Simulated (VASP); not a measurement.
# Mn3Cu (Fm-3m) in VASP: notebook

Mn3Cu is run at these levels: PBEsol; tasks: single point.

All numbers are computed with VASP 6.6.1; they aren't measurements. Logs are shortened: lines on timing, memory, paths and dates and some standing lists are left out, and cuts for length are marked.

## 1. The cell of the first run

Symmetry: Fm-3m, No. 225, cubic system. Conventional cell: a = 5.678 Å, b = 5.678 Å, c = 5.678 Å, α = 90.00°, β = 90.00°, γ = 90.00°. Within 3.2 Å of Mn (site symmetry -43m) lie 10 Mn at 2.46 to 2.84 Å and 4 Cu at 2.46 Å. Within 3.2 Å of Mn (site symmetry m-3m) lie 8 Mn at 2.46 Å and 6 Cu at 2.84 Å. Within 3.2 Å of Cu (site symmetry m-3m) lie 14 Mn at 2.46 to 2.84 Å.

## 2. Single point, PBEsol, collinear spin

INCAR reads:

```
SYSTEM = Mn3Cu
ALGO = Fast
EDIFF = 1E-6
ENCUT = 520
GGA = PS
ISIF = 2
ISMEAR = 0
ISPIN = 2
LASPH = .TRUE.
LCHARG = .TRUE.
LELF = .TRUE.
LMAXMIX = 4
LORBIT = 11
LREAL = .FALSE.
LVHAR = .TRUE.
LWAVE = .FALSE.
MAGMOM = 2.95 2.95 -0.16 0.21
NBANDS = 37
NELM = 150
NUPDOWN = 5.62
PREC = Accurate
SIGMA = 0.1
```

KPOINTS reads:

```
k-points
0
G
  12 12 12
  0 0 0
```

POSCAR reads:

```
Mn3Cu
1.0
    0.0000000000      2.8388306464      2.8388306464
    2.8388306464      0.0000000000      2.8388306464
    2.8388306464      2.8388306464      0.0000000000
Mn Cu
3 1
Direct
    0.2500000000      0.2500000000      0.2500000000
    0.7500000000      0.7500000000      0.7500000000
    0.5000000000      0.5000000000      0.5000000000
    0.0000000000      0.0000000000      0.0000000000
```

Potentials or basis: VASP PAW PBE potentials, release 64 (Mn_pv, Cu).

Launch:

```console
$ cat potpaw_PBE.64/Mn_pv/POTCAR potpaw_PBE.64/Cu/POTCAR > POTCAR
$ mpirun -np 1 vasp_std > vasp.out
```

OUTCAR:

```text
SYSTEM = Mn3Cu
   EDIFF = 1E-6
   ENCUT = 520
   GGA = PS
   ISIF = 2
   ISMEAR = 0
   ISPIN = 2
   LASPH = .TRUE.
   LORBIT = 11
   LREAL = .FALSE.
   NELM = 150
   NUPDOWN = 5.62
   PREC = Accurate

 ion  position               nearest neighbor table
   1  0.250  0.250  0.250-   4 2.46   4 2.46   4 2.46   3 2.46   4 2.46   3 2.46   3 2.46   3 2.46
                             2 2.84   2 2.84   2 2.84   2 2.84   2 2.84   2 2.84
   2  0.750  0.750  0.750-   3 2.46   3 2.46   3 2.46   3 2.46   4 2.46   4 2.46   4 2.46   4 2.46
                             1 2.84   1 2.84   1 2.84   1 2.84   1 2.84   1 2.84
   3  0.500  0.500  0.500-   1 2.46   1 2.46   1 2.46   1 2.46   2 2.46   2 2.46   2 2.46   2 2.46
                             4 2.84   4 2.84   4 2.84   4 2.84   4 2.84   4 2.84
   4  0.000  0.000  0.000-   2 2.46   2 2.46   2 2.46   1 2.46   2 2.46   1 2.46   1 2.46   1 2.46
                             3 2.84   3 2.84   3 2.84   3 2.84   3 2.84   3 2.84

  LATTYP: Found a face centered cubic cell.
 ALAT       =     5.6776612928

  Lattice vectors:

 A1 = (   0.0000000000,   2.8388306464,   2.8388306464)
 A2 = (   2.8388306464,   0.0000000000,   2.8388306464)
 A3 = (   2.8388306464,   2.8388306464,   0.0000000000)

Analysis of symmetry for initial positions (statically):
=====================================================================
 Subroutine PRICEL returns:
 Original cell was already a primitive cell.

 Routine SETGRP: Setting up the symmetry group for a
 face centered cubic supercell.

 Subroutine GETGRP returns: Found 48 space group operations
 (whereof 48 operations were pure point group operations)
 out of a pool of 48 trial point group operations.

The static configuration has the point symmetry O_h .

Analysis of symmetry for dynamics (positions and initial velocities):
=====================================================================
 Subroutine PRICEL returns:
 Original cell was already a primitive cell.

 Routine SETGRP: Setting up the symmetry group for a
 face centered cubic supercell.

 Subroutine GETGRP returns: Found 48 space group operations
 (whereof 48 operations were pure point group operations)
 out of a pool of 48 trial point group operations.

The dynamic configuration has the point symmetry O_h .

Analysis of structural, dynamic, and magnetic symmetry:
=====================================================================
 Subroutine PRICEL returns:
 Original cell was already a primitive cell.

 Routine SETGRP: Setting up the symmetry group for a
 face centered cubic supercell.

 Subroutine GETGRP returns: Found 48 space group operations
 (whereof 48 operations were pure point group operations)
 out of a pool of 48 trial point group operations.

The overall configuration has the point symmetry O_h .

 Subroutine INISYM returns: Found 48 space group operations
 (whereof 48 operations are pure point group operations),
 and found     1 'primitive' translations

----------------------------------------------------------------------------------------

                                     Primitive cell

  volume of cell :      45.7560

  direct lattice vectors                    reciprocal lattice vectors
     0.000000000  2.838830646  2.838830646    -0.176128858  0.176128858  0.176128858
     2.838830646  0.000000000  2.838830646     0.176128858 -0.176128858  0.176128858
     2.838830646  2.838830646  0.000000000     0.176128858  0.176128858 -0.176128858

  length of vectors
     4.014712801  4.014712801  4.014712801     0.305064131  0.305064131  0.305064131

  position of ions in fractional coordinates (direct lattice)
     0.250000000  0.250000000  0.250000000
     0.750000000  0.750000000  0.750000000
     0.500000000  0.500000000  0.500000000
     0.000000000  0.000000000  0.000000000

  ion indices of the primitive-cell ions
   primitive index   ion index
                 1           1
                 2           2
                 3           3
                 4           4

----------------------------------------------------------------------------------------

 KPOINTS: k-points

Automatic generation of k-mesh.
 Grid dimensions read from file:
 generate k-points for:   12   12   12

 Generating k-lattice:

  Cartesian coordinates                     Fractional coordinates (reciprocal lattice)
    -0.014677405  0.014677405  0.014677405     0.083333333  0.000000000  0.000000000
     0.014677405 -0.014677405  0.014677405     0.000000000  0.083333333  0.000000000
     0.014677405  0.014677405 -0.014677405     0.000000000  0.000000000  0.083333333

  Length of vectors
     0.025422011  0.025422011  0.025422011

  Shift w.r.t. Gamma in fractional coordinates (k-lattice)
     0.000000000  0.000000000  0.000000000

 Subroutine IBZKPT returns following result:
 ===========================================

 Found     72 irreducible k-points:

 Following reciprocal coordinates:
            Coordinates               Weight
  0.000000  0.000000  0.000000      1.000000
  0.083333  0.000000  0.000000      8.000000
  0.166667  0.000000  0.000000      8.000000
  0.250000  0.000000  0.000000      8.000000
  0.333333  0.000000  0.000000      8.000000
  0.416667  0.000000  0.000000      8.000000
[... 16 lines left out ...]
  0.500000  0.166667  0.000000     24.000000
 -0.416667  0.166667  0.000000     24.000000
 [... further k-points ...]
   k-points           NKPTS =     72   k-points in BZ     NKDIM =     72   number of bands    NBANDS=     37
   number of dos      NEDOS =    301   number of ions     NIONS =      4
   total plane-waves  NPLWV =  27000
   dimension x,y,z NGX =    30 NGY =   30 NGZ =   30
   dimension x,y,z NGXF=    60 NGYF=   60 NGZF=   60
   ions per type =               3   1
   NGX,Y,Z   is equivalent  to a cutoff of  12.42, 12.42, 12.42 a.u.
   NGXF,Y,Z  is equivalent  to a cutoff of  24.85, 24.85, 24.85 a.u.
 SYSTEM =  Mn3Cu
   PREC   = accura    normal or accurate (medium, high low for compatibility)
   ISTART =      0    job   : 0-new  1-cont  2-samecut
   ICHARG =      2    charge: 1-file 2-atom 10-const
   ISPIN  =      2    spin polarized calculation?
   LNONCOLLINEAR =      F non collinear calculations
   LSORBIT =      F    spin-orbit coupling
   LASPH  =      T    aspherical Exc in radial PAW
   ENCUT  =  520.0 eV  38.22 Ry    6.18 a.u.   7.46  7.46  7.46*2*pi/ulx,y,z
   NELM   =    150;   NELMIN=  2; NELMDL= -5     # of ELM steps
   EDIFF  = 0.1E-05   stopping-criterion for ELM
   LREAL  =      F    real-space projection
   EDIFFG = 0.1E-04   stopping-criterion for IOM
   NSW    =      0    number of steps for IOM
   IBRION =     -1    ionic relax: 0-MD 1-quasi-New 2-CG
   NFREE  =      0    steps in history (QN), initial steepest desc. (CG)
   ISIF   =      2    stress and relaxation
   ISYM   =      2    0-nonsym 1-usesym 2-fastsym
   POTIM  = 0.5000    time-step for ionic-motion
   TEBEG  =    0.0;   TEEND  =   0.0 temperature during run
   PSTRESS=    0.0 pullay stress
   NELECT =      50.0000    total number of electrons
   NUPDOWN=       5.6200    fix difference up-down
   EMIN   =  10.00;   EMAX   =-10.00  energy-range for DOS
   EFERMI =   0.00;   METHOD = LEGACY
   ISMEAR =     0;   SIGMA  =   0.10  broadening in eV -4-tet -1-fermi 0-gaus
   EFERMI_NEDOS =   21; number of points for ismear=-14 and -15
   IALGO  =     68    algorithm
   IMIX   =      4    mixing-type and parameters
     AMIX     =   0.40;   BMIX     =  1.00
     AMIX_MAG =   1.60;   BMIX_MAG =  1.00
  volume/ion in A,a.u.               =      11.44        77.19
  Fermi-wavevector in a.u.,A,eV,Ry     =   1.686224  3.186502 38.686159  2.843352
  Thomas-Fermi vector in A             =   2.768927
   LORBIT       =     11    0 simple, 1 ext, 2 COOP (PROOUT), +10 PAW based schemes
   GGA     = PS    functional components
   LHFCALC =     F    Hartree Fock is set to
   AEXX    =    0.0000 exact exchange contribution
   IVDW    =     0    specifies the selected vdW correction
   LEPSILON=     F    determine dielectric tensor
   LRPA    =     F    only Hartree local field effects (RPA)
 spin polarized calculation
 RMM-DIIS sequential band-by-band and
 Gauss-broadening in eV      SIGMA  =   0.10
  energy-cutoff  :      520.00
  volume of cell :       45.76
 maximum number of plane-waves:      1254
 NGX is ok and might be reduce to    30
   NGX = 15   NGY = 15   NGZ = 15

 number of electron      50.0000017 magnetization       5.6200042

 Free energy of the ion-electron system (eV)
  ---------------------------------------------------
  ext. energy  EPLUGINS =         0.00000000
  ---------------------------------------------------
  free energy    TOTEN  =       -32.14884796 eV

  energy without entropy =      -32.11260000  energy(sigma->0) =      -32.13072398

 E-fermi :   9.2624     XC(G=0): -13.5988

 val. band max:        9.6126610844   @ k =  -0.1667   0.2500   0.0833
 cond. band min:       9.2660243767   @ k =  -0.2500   0.1667   0.0000
 fundamental gap:     -0.3466367077
 Fermi energy:         9.6132028646

 spin component 1

 k-point     1 :       0.0000    0.0000    0.0000
  band No.  band energies     occupation
      1     -39.7816      1.00000
      2     -39.7816      1.00000
      3     -39.7816      1.00000
      4     -39.7135      1.00000
      5     -39.7135      1.00000
      6     -39.7135      1.00000
[... 29 lines left out ...]
     36      17.7653      0.00000
     37      18.5375      0.00000

 k-point     2 :       0.0833    0.0000    0.0000
  band No.  band energies     occupation
      1     -39.7826      1.00000
      2     -39.7808      1.00000
      3     -39.7808      1.00000
      4     -39.7147      1.00000
      5     -39.7147      1.00000
      6     -39.7125      1.00000
[... 29 lines left out ...]
     36      18.1468      0.00000
     37      18.9724      0.00000
[... 838 lines left out ...]
     36      19.6275      0.00000
     37      21.3933      0.00000

 k-point    24 :      -0.4167    0.1667    0.0000
  band No.  band energies     occupation
      1     -39.7938      1.00000
      2     -39.7768      1.00000
      3     -39.7628      1.00000
      4     -39.7375      1.00000
      5     -39.7269      1.00000
      6     -39.7051      1.00000
[... 29 lines left out ...]
     36      19.5757      0.00000
     37      21.5200      0.00000

 [... further k-points ...]

 spin component 2

 k-point     1 :       0.0000    0.0000    0.0000
  band No.  band energies     occupation
      1     -38.3911      1.00000
      2     -38.3911      1.00000
      3     -38.3911      1.00000
      4     -36.8604      1.00000
      5     -36.8604      1.00000
      6     -36.8604      1.00000
[... 29 lines left out ...]
     36      18.3381      0.00000
     37      18.5066      0.00000

 k-point     2 :       0.0833    0.0000    0.0000
  band No.  band energies     occupation
      1     -38.3917      1.00000
      2     -38.3917      1.00000
      3     -38.3912      1.00000
      4     -36.8583      1.00000
      5     -36.8583      1.00000
      6     -36.8568      1.00000
[... 29 lines left out ...]
     36      18.6506      0.00000
     37      19.1606      0.00000
[... 838 lines left out ...]
     36      20.3002      0.00000
     37      21.9990      0.00000

 k-point    24 :      -0.4167    0.1667    0.0000
  band No.  band energies     occupation
      1     -38.4011      1.00000
      2     -38.3982      1.00000
      3     -38.3927      1.00000
      4     -36.8460      1.00000
      5     -36.8250      1.00000
      6     -36.8113      1.00000
[... 29 lines left out ...]
     36      20.2488      0.00000
     37      22.0981      0.00000

 [... further k-points ...]
[... 5 lines left out ...]
  --------------------------------------------------------------------------------------
  -------------------------------------------------------------------------------------
  Total        0.7269104      0.7269104      0.7269104      0.0000000      0.0000000      0.0000000
  in kB       25.4532368     25.4532368     25.4532368      0.0000000      0.0000000      0.0000000
  external PRESSURE =      25.4532368 kB  Pullay stress =       0.0000000 kB

 VOLUME and BASIS-vectors are now :
 -----------------------------------------------------------------------------
  energy-cutoff  :      520.00
  volume of cell :       45.76
      direct lattice vectors                 reciprocal lattice vectors
     0.000000000  2.838830646  2.838830646    -0.176128858  0.176128858  0.176128858
     2.838830646  0.000000000  2.838830646     0.176128858 -0.176128858  0.176128858
     2.838830646  2.838830646  0.000000000     0.176128858  0.176128858 -0.176128858

 POSITION                                       TOTAL-FORCE (eV/Angst)
 -----------------------------------------------------------------------------------
      1.41942      1.41942      1.41942         0.000000      0.000000      0.000000
      4.25825      4.25825      4.25825        -0.000000     -0.000000     -0.000000
      2.83883      2.83883      2.83883        -0.000000     -0.000000      0.000000
      0.00000      0.00000      0.00000        -0.000000     -0.000000     -0.000000
 -----------------------------------------------------------------------------------
    total drift:                                0.000000     -0.000000      0.000000

  FREE ENERGIE OF THE ION-ELECTRON SYSTEM (eV)
  ---------------------------------------------------
  free  energy   TOTEN  =       -32.1488479622 eV

  energy  without entropy=      -32.1126000047  energy(sigma->0) =      -32.13072398

 total charge

# of ion       s       p       d       tot
------------------------------------------
    1        0.380   6.345   5.065  11.790
    2        0.380   6.345   5.065  11.790
    3        0.410   6.330   5.164  11.904
    4        0.530   0.551   9.109  10.190
--------------------------------------------------
tot          1.700  19.571  24.403  45.674

 magnetization (x)

# of ion       s       p       d       tot
------------------------------------------
    1        0.013   0.015   2.745   2.772
    2        0.013   0.015   2.745   2.772
    3       -0.035   0.006  -0.194  -0.223
    4       -0.019  -0.029   0.210   0.162
--------------------------------------------------
tot         -0.029   0.007   5.506   5.484
```

It took 2.6 min on 1 thread of Intel Xeon 6975P-C (Granite Rapids), shared host; peak memory 0.31 GiB.

What came out:

```
Free energy                                           : -32.1488 eV
Pressure                                              : 2.5 GPa
Net moment                                            : 5.62 μB per cell
Site moments                                          : Mn +2.77, -0.22 (each value once); Cu +0.16 μB
Valence electrons inside the program's atomic spheres : Mn 11.79, 11.90 (each value once); Cu 10.19
```

Caveat: the PAW data sets were made with another functional, which shifts forces and pressure a little; the total moment is fixed, so each spin has its own Fermi level.

## 3. Single point, PBEsol, collinear spin, ferromagnetic start

INCAR reads:

```
PREC     = Accurate       # precision mode
ENCUT    = 520            # plane-wave cutoff, eV
EDIFF    = 1E-7           # SCF threshold, eV
ISMEAR   = 0              # smearing method
SIGMA    = 0.1            # smearing width, eV
LREAL    = False          # projectors in reciprocal space
LASPH    = True           # aspherical terms in the spheres
NELM     = 150            # most SCF steps
ALGO     = Normal         # electronic algorithm
ISIF     = 2              # what is computed and relaxed
LWAVE    = False          # write WAVECAR
LCHARG   = False          # write CHGCAR
ISPIN    = 2              # spin polarisation
MAGMOM   = 3.13 3.13 1.21 0.33 # initial moments
LORBIT   = 11             # projections on sites
NUPDOWN  = 7.5            # fixed moment
LMAXMIX  = 4              # l up to which the mixer works
GGA      = PS             # functional
NBANDS   = 37             # bands
```

KPOINTS reads:

```
Automatic mesh
0
Gamma
  12 12 12
```

POSCAR is that of step 2.

Potentials or basis: VASP PAW PBE potentials, release 64 (Mn_pv, Cu).

Launch:

```console
$ cat potpaw_PBE.64/Mn_pv/POTCAR potpaw_PBE.64/Cu/POTCAR > POTCAR
$ mpirun -np 1 vasp_std > vasp.out
```

Run time: 2.5 min. Hardware: 1 thread of Intel Xeon 6975P-C (Granite Rapids), shared host; peak memory 0.3 GiB.

Results (log left out):

| Quantity | Value |
| --- | --- |
| Free energy | -31.7139 eV |
| Pressure | 7.4 GPa |
| Net moment | 7.50 μB per cell |
| Site moments | Mn +2.93, +1.11 (each value once); Cu +0.26 μB |
| Valence electrons inside the program's atomic spheres | Mn 11.80, 11.93 (each value once); Cu 10.18 |

Caveat: the cell stands under pressure; the PAW data sets were made with another functional, which shifts forces and pressure a little; the total moment is fixed, so each spin has its own Fermi level.
